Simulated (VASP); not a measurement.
BiTe, 2 atoms in the cell. It takes space group R-3m (No. 166, trigonal). Conventional cell: a = 4.814 Å, b = 4.814 Å, c = 9.132 Å, α = 90.00°, β = 90.00°, γ = 120.00°. Within 4.2 Å of Bi (site symmetry -3m) lie 6 Te at 3.17 Å and 6 Bi at 4.12 Å. Within 4.2 Å of Te (site symmetry -3m) lie 6 Bi at 3.17 Å and 6 Te at 4.12 Å. 

| Property | Result |
| --- | --- |
| Program | VASP 6.6.1 |
| Task | single point |
| Functional | PBEsol |
| Potentials or basis | VASP PAW PBE potentials, release 64 (Bi_d, Te) |
| Cutoff | 520 eV |
| k mesh | 7 × 7 × 7 |
| Occupations | fermi-dirac, width 0.05 eV |
| Spin | no spin polarisation |
| Dipole correction | no |
| Further INCAR settings | ALGO = Normal; EDIFF = 1e-07; NBANDS = 18 |

Potentials or basis: VASP PAW PBE potentials, release 64 (Bi_d, Te).

The run is started by

```console
$ cat potpaw_PBE.64/Bi_d/POTCAR potpaw_PBE.64/Te/POTCAR > POTCAR
$ mpirun -np 1 vasp_std > vasp.out
```

Hardware: 1 thread of Intel(R) Xeon(R) Platinum 8259CL CPU @ 2.50GHz (Skylake/Cascade Lake) (shared host).

Task: Estimate the wall time of this run.

Result: Run time: 31 s on 1 thread of Intel(R) Xeon(R) Platinum 8259CL CPU @ 2.50GHz (Skylake/Cascade Lake), with other jobs on the host, peak memory 0.2 GiB. Counts: scf iterations 13, k points 44.
